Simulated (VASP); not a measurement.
Input of a VASP 6.6.1 run:

The input INCAR:

```
SYSTEM = Be
PREC = Accurate
ENCUT = 520
EDIFF = 1E-6
ISMEAR = -1
SIGMA = 0.1
LREAL = .False.
LASPH = .True.
NELM = 60
ALGO = Normal
ISIF = 2
LWAVE = .False.
LCHARG = .True.
GGA = PE
LELF = .True.
LVHAR = .True.
NBANDS = 9
```

Contents of KPOINTS:

```
Automatic mesh
0
Gamma
  10 10 6
  0 0 0
```

The input POSCAR:

```
Be
1.0
    2.2656737714      0.0000000000      0.0000000000
   -1.1328368857      1.9621310427      0.0000000000
    0.0000000000      0.0000000000      3.5587036811
Be
2
Direct
    0.3333333333      0.6666666667      0.2500000000
    0.6666666667      0.3333333333      0.7500000000
```

Potentials or basis: VASP PAW PBE potentials, release 64 (Be).

Run with:

```sh
$ cat potpaw_PBE.64/Be/POTCAR > POTCAR
$ mpirun -np 1 vasp_std > vasp.out
```

Question: Predict the pressure.

Answer: 0.4 GPa.

Question: What does it give for the band gap on the k mesh?

Answer: Zero (band 2 reaches 7.41 eV, above the bottom of band 3 at 6.73 eV).

Stress tensor (GPa, compression positive):
```
 1.72  0.00  0.00
 0.00  1.72  0.00
 0.00  0.00 -2.26
```
